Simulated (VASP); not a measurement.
Wanted: the native input for a VASP 6.6.1 run.

```
Task                   : single point
Functional             : r2SCAN
Potentials or basis    : VASP PAW PBE potentials, release 64 (Li_sv)
Cutoff                 : 520 eV
k mesh                 : 7 × 7 × 10
Occupations            : methfessel-paxton, width 0.1 eV
Spin                   : no spin polarisation
Dipole correction      : no
Further INCAR settings : ALGO = Normal; EDIFF = 1e-06; NBANDS = 12
```

The system is Li.

```
Li
1.0
     4.86497    0.00000    0.00000
    -2.43248    4.21318    0.00000
     0.00000    0.00000    2.83987
Li
3
Direct
  0.00000 0.00000 0.00000
  0.66667 0.33333 0.50000
  0.33333 0.66667 0.50000
```

This isn't the form of Li at room conditions, which is bcc.

The input as run:

POSCAR

```
Li
1.0
    4.8649746401      0.0000000000      0.0000000000
   -2.4324824048      4.2131846081      0.0000000000
    0.0000000000      0.0000000000      2.8398671493
Li
3
Direct
    0.0000000000      0.0000000000      0.0000000000
    0.6666666667      0.3333333333      0.5000000000
    0.3333333333      0.6666666667      0.5000000000
```

INCAR.step1

```
SYSTEM = Li
PREC = Accurate ; ENCUT = 520
ISMEAR = 1 ; SIGMA = 0.1
LREAL = .FALSE. ; LASPH = .TRUE.
NELM = 80 ; NBANDS = 12
GGA = PE ; ALGO = Normal
EDIFF = 1E-4 ; LWAVE = .TRUE.
LCHARG = .FALSE.
```

INCAR.step2

```
SYSTEM = Li
PREC = Accurate ; ENCUT = 520
EDIFF = 1E-6 ; ISMEAR = 1
SIGMA = 0.1 ; LREAL = .FALSE.
LASPH = .TRUE. ; NELM = 80
ALGO = Normal ; ISIF = 2
LWAVE = .FALSE. ; LCHARG = .TRUE.
METAGGA = R2SCAN ; LMIXTAU = .TRUE.
LELF = .TRUE. ; LVHAR = .TRUE.
NBANDS = 12 ; ISTART = 1
```

KPOINTS

```
regular mesh
0
G
  7 7 10
  0 0 0
```

Potentials or basis: VASP PAW PBE potentials, release 64 (Li_sv).

Command:

```console
$ cat potpaw_PBE.64/Li_sv/POTCAR > POTCAR
$ cp INCAR.step1 INCAR
$ mpirun -np 1 vasp_std > vasp.out
$ cp INCAR.step2 INCAR
$ mpirun -np 1 vasp_std > vasp.out
```

It gave:

* Band gap on the k mesh: zero (an odd number of electrons rules out a gap without spin polarisation)

Wall time 96 s on 1 thread of Intel Xeon 8259CL, with other jobs on the host, peak memory 0.18 GiB.
